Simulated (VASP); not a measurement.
Write the native input for VASP 6.6.1 that does the following.

| Item | Value |
| --- | --- |
| Task | single point |
| Functional | LDA |
| Potentials or basis | VASP PAW LDA potentials, release 64 (In_d, Se) |
| Cutoff | 520 eV |
| k mesh | 7 × 7 × 6 |
| Occupations | fermi-dirac, width 0.05 eV |
| Spin | no spin polarisation |
| Dipole correction | no |
| Further INCAR settings | ALGO = Normal; EDIFF = 1e-06; NBANDS = 27 |

The structure of InSe lies in POSCAR:

```
InSe
1.0
    5.7872883920     -2.0408589492      0.0000000000
    5.7872883920      2.0408589492      0.0000000000
   -1.7116673433      0.0000000000      4.7393244240
In Se
2 2
Direct
    0.8882032500      0.8882032500      0.0468413600
    0.1117967500      0.1117967500      0.9531586400
    0.6609275900      0.6609275900      0.6689556200
    0.3390724100      0.3390724100      0.3310443800
```

The input as run:

INCAR

```
SYSTEM = InSe
  PREC = Accurate
  ENCUT = 520
  EDIFF = 1E-6
  ISMEAR = -1
  SIGMA = 0.05
  LREAL = .False.
  LASPH = .True.
  NELM = 80
  ALGO = Normal
  ISIF = 2
  LWAVE = .False.
  LCHARG = .False.
  GGA = CA
  NBANDS = 27
```

KPOINTS

```
regular mesh
0
Gamma
  7 7 6
  0 0 0
```

Potentials or basis: VASP PAW LDA potentials, release 64 (In_d, Se).

Launch:

```sh
$ cat potpaw_LDA.64/In_d/POTCAR potpaw_LDA.64/Se/POTCAR > POTCAR
$ mpirun -np 1 vasp_std > vasp.out
```

It gave:

```yaml
Pressure: -1.7 GPa
Largest_force: 0.086 eV/Å
Band_gap_on_the_k_mesh: 1.04 eV (least direct gap 1.14 eV)
```

Caveat: spin-orbit coupling is left out, which moves the levels of the heavy elements.

Wall time 6.8 min on 1 thread of AMD EPYC 7R13 Processor (Zen 3), with other jobs on the host, peak memory 0.35 GiB.
